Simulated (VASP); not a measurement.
Input of a VASP 6.6.1 run:

File INCAR:

```
SYSTEM = Be2H3Br
  PREC = Accurate
  ENCUT = 520
  EDIFF = 1E-7
  ISMEAR = 0
  SIGMA = 0.1
  LREAL = .False.
  LASPH = .True.
  NELM = 100
  ALGO = Normal
  ISIF = 2
  LWAVE = .False.
  LCHARG = .False.
  GGA = PE
  NBANDS = 16
```

Contents of KPOINTS:

```
regular mesh
0
Gamma
  12 12 12
  0 0 0
```

The input POSCAR:

```
Be2H3Br
1.0
    1.7087223130      0.9865312874      5.2977663393
   -1.7087223130      0.9865312874      5.2977663393
    0.0000000000     -1.9730625748      5.2977663393
Be H Br
2 3 1
Direct
    0.9420976255      0.9420976255      0.9420976255
    0.0579023745      0.0579023745      0.0579023745
    0.0000000000      0.5000000000      0.5000000000
    0.5000000000      0.0000000000      0.5000000000
    0.5000000000      0.5000000000      0.0000000000
    0.5000000000      0.5000000000      0.5000000000
```

Potentials or basis: VASP PAW PBE potentials, release 64 (Be, H, Br).

Launch:

```console
$ cat potpaw_PBE.64/Be/POTCAR potpaw_PBE.64/H/POTCAR potpaw_PBE.64/Br/POTCAR > POTCAR
$ mpirun -np 1 vasp_std > vasp.out
```

Question: Predict the band gap on the k mesh.

Answer: Zero (bands 7 and 8 overlap by 2.79 eV).

Question: What does it give for the pressure?

Answer: 0.0 GPa.

Forces in eV/Å, atoms in the order of the input:
```
Be   0.000  0.000 -0.017
Be   0.000  0.000  0.017
H    0.000  0.000  0.000
H    0.000  0.000  0.000
H    0.000  0.000  0.000
Br   0.000  0.000  0.000
```
